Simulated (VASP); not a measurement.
# ZnAu (Pm-3m) in VASP: further runs

Runs on ZnAu. Level: PBE+D3(BJ). Tasks: single point, relaxation of cell and atoms.

All numbers are computed with VASP 6.6.1; they aren't measurements. Logs are shortened: lines on timing, memory, paths and dates and some standing lists are left out, and cuts for length are marked.

## 1. The cell of the first run

It takes space group Pm-3m (No. 221, cubic). Conventional cell: a = 3.140 Å, b = 3.140 Å, c = 3.140 Å, α = 90.00°, β = 90.00°, γ = 90.00°. Zn (site symmetry m-3m) has 8 Au at 2.72 Å and 6 Zn at 3.14 Å within 3.6 Å. Au (site symmetry m-3m) has 8 Zn at 2.72 Å and 6 Au at 3.14 Å within 3.6 Å.

## 2. Single point, PBE+D3(BJ)

INCAR

```
SYSTEM = ZnAu
  PREC = Accurate
  ENCUT = 520
  EDIFF = 1E-6
  ISMEAR = 0
  SIGMA = 0.1
  LREAL = .False.
  LASPH = .True.
  NELM = 100
  ALGO = Normal
  ISIF = 2
  LWAVE = .False.
  LCHARG = .False.
  GGA = PE
  IVDW = 12
  NBANDS = 18
```

KPOINTS

```
Automatic mesh
0
Gamma
  18 18 18
  0 0 0
```

POSCAR

```
ZnAu
1.0
    3.1397229615      0.0000000000      0.0000000000
    0.0000000000      3.1397229615      0.0000000000
    0.0000000000      0.0000000000      3.1397229615
Zn Au
1 1
Direct
    0.5000000000      0.5000000000      0.5000000000
    0.0000000000      0.0000000000      0.0000000000
```

Potentials or basis: VASP PAW PBE potentials, release 64 (Zn, Au).

Command:

```sh
> cat potpaw_PBE.64/Zn/POTCAR potpaw_PBE.64/Au/POTCAR > POTCAR
> mpirun -np 1 vasp_std > vasp.out
```

OUTCAR:

```text
SYSTEM = ZnAu
   PREC = Accurate
   ENCUT = 520
   EDIFF = 1E-6
   ISMEAR = 0
   LREAL = .False.
   LASPH = .True.
   NELM = 100
   ISIF = 2
   GGA = PE
   IVDW = 12
 IVDW          = 12

 ion  position               nearest neighbor table
   1  0.500  0.500  0.500-   2 2.72   2 2.72   2 2.72   2 2.72   2 2.72   2 2.72   2 2.72   2 2.72

   2  0.000  0.000  0.000-   1 2.72   1 2.72   1 2.72   1 2.72   1 2.72   1 2.72   1 2.72   1 2.72

  LATTYP: Found a simple cubic cell.
 ALAT       =     3.1397229615

  Lattice vectors:

 A1 = (   3.1397229615,   0.0000000000,   0.0000000000)
 A2 = (   0.0000000000,   3.1397229615,   0.0000000000)
 A3 = (   0.0000000000,   0.0000000000,   3.1397229615)

Analysis of symmetry for initial positions (statically):
=====================================================================
 Subroutine PRICEL returns:
 Original cell was already a primitive cell.

 Routine SETGRP: Setting up the symmetry group for a
 simple cubic supercell.

 Subroutine GETGRP returns: Found 48 space group operations
 (whereof 48 operations were pure point group operations)
 out of a pool of 48 trial point group operations.

The static configuration has the point symmetry O_h .

Analysis of symmetry for dynamics (positions and initial velocities):
=====================================================================
 Subroutine PRICEL returns:
 Original cell was already a primitive cell.

 Routine SETGRP: Setting up the symmetry group for a
 simple cubic supercell.

 Subroutine GETGRP returns: Found 48 space group operations
 (whereof 48 operations were pure point group operations)
 out of a pool of 48 trial point group operations.

The dynamic configuration has the point symmetry O_h .

 Subroutine INISYM returns: Found 48 space group operations
 (whereof 48 operations are pure point group operations),
 and found     1 'primitive' translations

----------------------------------------------------------------------------------------

                                     Primitive cell

  volume of cell :      30.9510

  direct lattice vectors                    reciprocal lattice vectors
     3.139722961  0.000000000  0.000000000     0.318499438  0.000000000  0.000000000
     0.000000000  3.139722961  0.000000000     0.000000000  0.318499438  0.000000000
     0.000000000  0.000000000  3.139722961     0.000000000  0.000000000  0.318499438

  length of vectors
     3.139722961  3.139722961  3.139722961     0.318499438  0.318499438  0.318499438

  position of ions in fractional coordinates (direct lattice)
     0.500000000  0.500000000  0.500000000
     0.000000000  0.000000000  0.000000000

  ion indices of the primitive-cell ions
   primitive index   ion index
                 1           1
                 2           2

----------------------------------------------------------------------------------------

 KPOINTS: Automatic mesh

Automatic generation of k-mesh.
 Grid dimensions read from file:
 generate k-points for:   18   18   18

 Generating k-lattice:

  Cartesian coordinates                     Fractional coordinates (reciprocal lattice)
     0.017694413  0.000000000  0.000000000     0.055555556  0.000000000  0.000000000
     0.000000000  0.017694413  0.000000000     0.000000000  0.055555556  0.000000000
     0.000000000  0.000000000  0.017694413     0.000000000  0.000000000  0.055555556

  Length of vectors
     0.017694413  0.017694413  0.017694413

  Shift w.r.t. Gamma in fractional coordinates (k-lattice)
     0.000000000  0.000000000  0.000000000

 Subroutine IBZKPT returns following result:
 ===========================================

 Found    220 irreducible k-points:

 Following reciprocal coordinates:
            Coordinates               Weight
  0.000000  0.000000  0.000000      1.000000
  0.055556  0.000000  0.000000      6.000000
  0.111111  0.000000  0.000000      6.000000
  0.166667  0.000000  0.000000      6.000000
  0.222222  0.000000  0.000000      6.000000
  0.277778  0.000000  0.000000      6.000000
[... 16 lines left out ...]
  0.277778  0.111111  0.000000     24.000000
  0.333333  0.111111  0.000000     24.000000
 [... further k-points ...]
   k-points           NKPTS =    220   k-points in BZ     NKDIM =    220   number of bands    NBANDS=     18
   number of dos      NEDOS =    301   number of ions     NIONS =      2
   total plane-waves  NPLWV =  13824
   dimension x,y,z NGX =    24 NGY =   24 NGZ =   24
   dimension x,y,z NGXF=    48 NGYF=   48 NGZF=   48
   ions per type =               1   1
   NGX,Y,Z   is equivalent  to a cutoff of  12.71, 12.71, 12.71 a.u.
   NGXF,Y,Z  is equivalent  to a cutoff of  25.42, 25.42, 25.42 a.u.
 SYSTEM =  ZnAu
   PREC   = accura    normal or accurate (medium, high low for compatibility)
   ISTART =      0    job   : 0-new  1-cont  2-samecut
   ICHARG =      2    charge: 1-file 2-atom 10-const
   ISPIN  =      1    spin polarized calculation?
   LNONCOLLINEAR =      F non collinear calculations
   LSORBIT =      F    spin-orbit coupling
   LASPH  =      T    aspherical Exc in radial PAW
   ENCUT  =  520.0 eV  38.22 Ry    6.18 a.u.   5.84  5.84  5.84*2*pi/ulx,y,z
   NELM   =    100;   NELMIN=  2; NELMDL= -5     # of ELM steps
   EDIFF  = 0.1E-05   stopping-criterion for ELM
   LREAL  =      F    real-space projection
   EDIFFG = 0.1E-04   stopping-criterion for IOM
   NSW    =      0    number of steps for IOM
   IBRION =     -1    ionic relax: 0-MD 1-quasi-New 2-CG
   NFREE  =      0    steps in history (QN), initial steepest desc. (CG)
   ISIF   =      2    stress and relaxation
   ISYM   =      2    0-nonsym 1-usesym 2-fastsym
   POTIM  = 0.5000    time-step for ionic-motion
   TEBEG  =    0.0;   TEEND  =   0.0 temperature during run
   PSTRESS=    0.0 pullay stress
   NELECT =      23.0000    total number of electrons
   NUPDOWN=      -1.0000    fix difference up-down
   EMIN   =  10.00;   EMAX   =-10.00  energy-range for DOS
   EFERMI =   0.00;   METHOD = LEGACY
   ISMEAR =     0;   SIGMA  =   0.10  broadening in eV -4-tet -1-fermi 0-gaus
   EFERMI_NEDOS =   21; number of points for ismear=-14 and -15
   IALGO  =     38    algorithm
   IMIX   =      4    mixing-type and parameters
     AMIX     =   0.40;   BMIX     =  1.00
     AMIX_MAG =   1.60;   BMIX_MAG =  1.00
  volume/ion in A,a.u.               =      15.48       104.43
  Fermi-wavevector in a.u.,A,eV,Ry     =   1.482835  2.802152 29.916479  2.198799
  Thomas-Fermi vector in A             =   2.596571
   LORBIT       =      0    0 simple, 1 ext, 2 COOP (PROOUT), +10 PAW based schemes
   GGA     = PE    functional components
   LHFCALC =     F    Hartree Fock is set to
   AEXX    =    0.0000 exact exchange contribution
   IVDW    =    12    specifies the selected vdW correction
   LEPSILON=     F    determine dielectric tensor
   LRPA    =     F    only Hartree local field effects (RPA)
 non-spin polarized calculation
 Gauss-broadening in eV      SIGMA  =   0.10
  energy-cutoff  :      520.00
  volume of cell :       30.95
 maximum number of plane-waves:       860
 NGX is ok and might be reduce to    24
   NGX = 11   NGY = 11   NGZ = 11

 number of electron      22.9999989 magnetization

 Free energy of the ion-electron system (eV)
  ---------------------------------------------------
  ext. energy  EPLUGINS =         0.00000000
  ---------------------------------------------------
  free energy    TOTEN  =        -4.72556880 eV

  energy without entropy =       -4.72377722  energy(sigma->0) =       -4.72467301

 E-fermi :   7.2377     XC(G=0): -12.4179

 val. band max:        7.2334973867   @ k =   0.2778   0.0556   0.0000
 cond. band min:       7.2445408986   @ k =   0.4444   0.3889   0.3889
 fundamental gap:      0.0110435119
 Fermi energy:         7.2377211363

 k-point     1 :       0.0000    0.0000    0.0000
  band No.  band energies     occupation
      1      -3.5018      2.00000
      2      -0.9808      2.00000
      3      -0.9808      2.00000
      4      -0.2730      2.00000
      5      -0.2730      2.00000
      6      -0.2730      2.00000
[... 10 lines left out ...]
     17      19.3644      0.00000
     18      25.5150      0.00000

 k-point     2 :       0.0556    0.0000    0.0000
  band No.  band energies     occupation
      1      -3.4465      2.00000
      2      -0.9684      2.00000
      3      -0.9639      2.00000
      4      -0.2737      2.00000
      5      -0.2737      2.00000
      6      -0.2683      2.00000
[... 10 lines left out ...]
     17      19.6134      0.00000
     18      25.5175      0.00000

 k-point     3 :       0.1111    0.0000    0.0000
  band No.  band energies     occupation
      1      -3.2819      2.00000
      2      -0.9321      2.00000
      3      -0.9156      2.00000
      4      -0.2754      2.00000
      5      -0.2754      2.00000
      6      -0.2547      2.00000
[... 10 lines left out ...]
     17      20.4112      0.00000
     18      25.4443      0.00000

 k-point     4 :       0.1667    0.0000    0.0000
  band No.  band energies     occupation
      1      -3.0126      2.00000
      2      -0.8748      2.00000
      3      -0.8421      2.00000
      4      -0.2777      2.00000
      5      -0.2777      2.00000
      6      -0.2336      2.00000
[... 375 lines left out ...]
      4      -0.3346      2.00000
      5      -0.2759      2.00000
      6      -0.1794      2.00000
[... 10 lines left out ...]
     17      22.0160      0.00000
     18      23.2634      0.00000

 k-point    23 :       0.2778    0.1111    0.0000
  band No.  band energies     occupation
      1      -2.0273      2.00000
      2      -0.7002      2.00000
      3      -0.6077      2.00000
      4      -0.3384      2.00000
      5      -0.2630      2.00000
      6      -0.1701      2.00000
[... 10 lines left out ...]
     17      20.9343      0.00000
     18      23.1646      0.00000

 k-point    24 :       0.3333    0.1111    0.0000
  band No.  band energies     occupation
      1      -1.5617      2.00000
      2      -0.6347      2.00000
      3      -0.5282      2.00000
      4      -0.3358      2.00000
      5      -0.2254      2.00000
      6      -0.1684      2.00000
[... 10 lines left out ...]
     17      20.3369      0.00000
     18      21.9674      0.00000

 [... further k-points ...]

------------------------ aborting loop because EDIFF is reached ----------------------------------------

 Edisp (eV)   -1.10041

 E8    (eV) :    -0.4808

  FORCE on cell =-STRESS in cart. coord.  units (eV):
  Direction    XX          YY          ZZ          XY          YZ          ZX
  --------------------------------------------------------------------------------------
  -------------------------------------------------------------------------------------
  Total       0.02870     0.02870     0.02870     0.00000     0.00000    -0.00000
  in kB       1.48577     1.48577     1.48577     0.00000     0.00000    -0.00000
  external pressure =        1.49 kB  Pullay stress =        0.00 kB

 VOLUME and BASIS-vectors are now :
 -----------------------------------------------------------------------------
  energy-cutoff  :      520.00
  volume of cell :       30.95
      direct lattice vectors                 reciprocal lattice vectors
     3.139722961  0.000000000  0.000000000     0.318499438  0.000000000  0.000000000
     0.000000000  3.139722961  0.000000000     0.000000000  0.318499438  0.000000000
     0.000000000  0.000000000  3.139722961     0.000000000  0.000000000  0.318499438

 POSITION                                       TOTAL-FORCE (eV/Angst)
 -----------------------------------------------------------------------------------
      1.56986      1.56986      1.56986         0.000000      0.000000      0.000000
      0.00000      0.00000      0.00000         0.000000      0.000000      0.000000
 -----------------------------------------------------------------------------------
    total drift:                                0.000000      0.000000     -0.000000

  FREE ENERGIE OF THE ION-ELECTRON SYSTEM (eV)
  ---------------------------------------------------
  free  energy   TOTEN  =        -5.8259742846 eV

  energy  without entropy=       -5.8241827135  energy(sigma->0) =       -5.82507850
```

Wall time 23 s (1 thread of Intel Xeon 6975P-C (Granite Rapids), shared host); peak memory 0.25 GiB.

Results:

- Free energy: -5.8260 eV
- Pressure: 0.1 GPa
- Band gap on the k mesh: zero (an odd number of electrons rules out a gap without spin polarisation)
- Dispersion energy per atom: -0.550 eV

Caveat: spin-orbit coupling is left out, which moves the levels of the heavy elements.

[end of part 1 of 2]
